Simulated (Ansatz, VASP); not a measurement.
**Two plane-wave programs on InAs**

Contents of POSCAR:

```
InAs
1.0
    0.0000000000      2.6968587654      2.6968587654
    2.6968587654      0.0000000000      2.6968587654
    2.6968587654      2.6968587654      0.0000000000
In As
1 1
Direct
    0.0000000000      0.0000000000      0.0000000000
    0.5000000000      0.5000000000      0.5000000000
```

The input INCAR.step1:

```
  PREC = Accurate
  ENCUT = 520
  ISMEAR = 0
  SIGMA = 0.1
  LREAL = F
  LASPH = T
  NELM = 100
  NBANDS = 16
  GGA = PE
  ALGO = Normal
  EDIFF = 1E-4
  LWAVE = T
  LCHARG = F
```

Contents of INCAR.step2:

```
  PREC = Accurate
  ENCUT = 520
  EDIFF = 1E-6
  ISMEAR = 0
  SIGMA = 0.1
  LREAL = F
  LASPH = T
  NELM = 100
  ALGO = Normal
  ISIF = 2
  LWAVE = F
  LCHARG = T
  METAGGA = R2SCAN
  LMIXTAU = T
  LELF = T
  LVHAR = T
  NBANDS = 16
  ISTART = 1
```

Contents of KPOINTS:

```
regular mesh
0
Gamma
  20 20 20
```

Input for Ansatz:

```yaml
crystal:
  lattice:
    - [0.0, 2.6968587654, 2.6968587654]
    - [2.6968587654, 0.0, 2.6968587654]
    - [2.6968587654, 2.6968587654, 0.0]
  atoms:
    - { symbol: In, position: [0.0, 0.0, 0.0] }
    - { symbol: As, position: [0.5, 0.5, 0.5] }
scf:
  occupations: { method: gaussian, width: 0.1 }
output:
  forces: true
  stress: true
  eigenvalues: true
  write_density: true
  write_potential: true
  elf: true
  volumetric_format: npy
hamiltonian:
  xc: r2scan
basis:
  ecutwfc: 500
kpoints:
  mp_grid: { grid: [20, 20, 20] }
```

Alike in both runs: task single point; functional r2SCAN; k mesh 20 × 20 × 20; occupations gaussian, width 0.1 eV; no spin polarisation.

|  | VASP | Ansatz |
| --- | --- | --- |
| version | VASP 6.6.1 | Ansatz 0.2.0 |
| potentials or method | VASP PAW PBE potentials, release 64 (In_d, As), cutoff 520 eV | scalar-relativistic, plane waves, PAW |
| valence electrons in the cell | 18 | 28 |

|  | VASP | Ansatz | Ansatz less VASP |
| --- | --- | --- | --- |
| gap on the k mesh at the Fermi level (eV) | none | none | - |
| pressure (GPa) | 16.7 | 16.5 | -0.27 |

VASP's potentials were made for PBE, not for r2SCAN. A gap of «none» marks a metal or a gap that the smearing closes. With one functional, cell and mesh, what is left measures potentials, basis and numerics. VASP's potentials hold 18 valence electrons a cell and Ansatz's 28, so a difference there can come from the potentials and not from the codes.
